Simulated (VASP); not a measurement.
Set up this calculation in VASP 6.6.1, as the native input.

- Task: single point
- Functional: r2SCAN
- Potentials or basis: VASP PAW PBE potentials, release 64 (Sn_d, Se)
- Cutoff: 520 eV
- k mesh: 6 × 6 × 4
- Occupations: gaussian, width 0.01 eV
- Spin: no spin polarisation
- Dipole correction: no
- Further INCAR settings: ALGO = Normal; EDIFF = 1e-06; NBANDS = 20

SnSe2:

```xyz
3
Lattice="3.8252 0.0000 0.0000 -1.9126 3.3127 0.0000 0.0000 0.0000 6.2271" Properties=species:S:1:pos:R:3 pbc="T T T"
Sn    0.0000    0.0000    0.0000
Se    0.0000    2.2085    1.5759
Se    1.9126    1.1042    4.6511
```

One way to write it, as run:

POSCAR

```
SnSe2
1.0
    3.8251638426      0.0000000000      0.0000000000
   -1.9125819213      3.3126890613      0.0000000000
    0.0000000000      0.0000000000      6.2270560849
Sn Se
1 2
Direct
    0.0000000000      0.0000000000      0.0000000000
    0.3333333333      0.6666666667      0.2530760455
    0.6666666667      0.3333333333      0.7469239545
```

INCAR.step1

```
PREC     = Accurate       # precision mode
ENCUT    = 520            # plane-wave cutoff, eV
ISMEAR   = 0              # smearing method
SIGMA    = 0.01           # smearing width, eV
LREAL    = False          # projectors in reciprocal space
LASPH    = True           # aspherical terms in the spheres
NELM     = 80             # most SCF steps
NBANDS   = 20             # bands
GGA      = PE             # functional
ALGO     = Normal         # electronic algorithm
EDIFF    = 1E-4           # SCF threshold, eV
LWAVE    = True           # write WAVECAR
LCHARG   = False          # write CHGCAR
```

INCAR.step2

```
PREC     = Accurate       # precision mode
ENCUT    = 520            # plane-wave cutoff, eV
EDIFF    = 1E-6           # SCF threshold, eV
ISMEAR   = 0              # smearing method
SIGMA    = 0.01           # smearing width, eV
LREAL    = False          # projectors in reciprocal space
LASPH    = True           # aspherical terms in the spheres
NELM     = 80             # most SCF steps
ALGO     = Normal         # electronic algorithm
ISIF     = 2              # what is computed and relaxed
LWAVE    = False          # write WAVECAR
LCHARG   = True           # write CHGCAR
METAGGA  = R2SCAN         # meta-GGA
LMIXTAU  = True         
LELF     = True           # ELF
LVHAR    = True         
NBANDS   = 20             # bands
ISTART   = 1
```

KPOINTS

```
Automatic mesh
0
Gamma
  6 6 4
```

Potentials or basis: VASP PAW PBE potentials, release 64 (Sn_d, Se).

Launch:

```bash
$ cat potpaw_PBE.64/Sn_d/POTCAR potpaw_PBE.64/Se/POTCAR > POTCAR
$ cp INCAR.step1 INCAR
$ mpirun -np 1 vasp_std > vasp.out
$ cp INCAR.step2 INCAR
$ mpirun -np 1 vasp_std > vasp.out
```

Results of the run:

| Item | Value |
| --- | --- |
| Pressure | 1.0 GPa |
| Largest force | 0.026 eV/Å |
| Band gap on the k mesh | 1.07 eV (least direct gap 1.51 eV) |

Caveat: the PAW data sets were made with another functional, which shifts forces and pressure a little; spin-orbit coupling is left out, which moves the levels of the heavy elements.

Wall time 4.8 min on 1 thread of Intel Xeon 8259CL, on a shared host, peak memory 0.21 GiB.
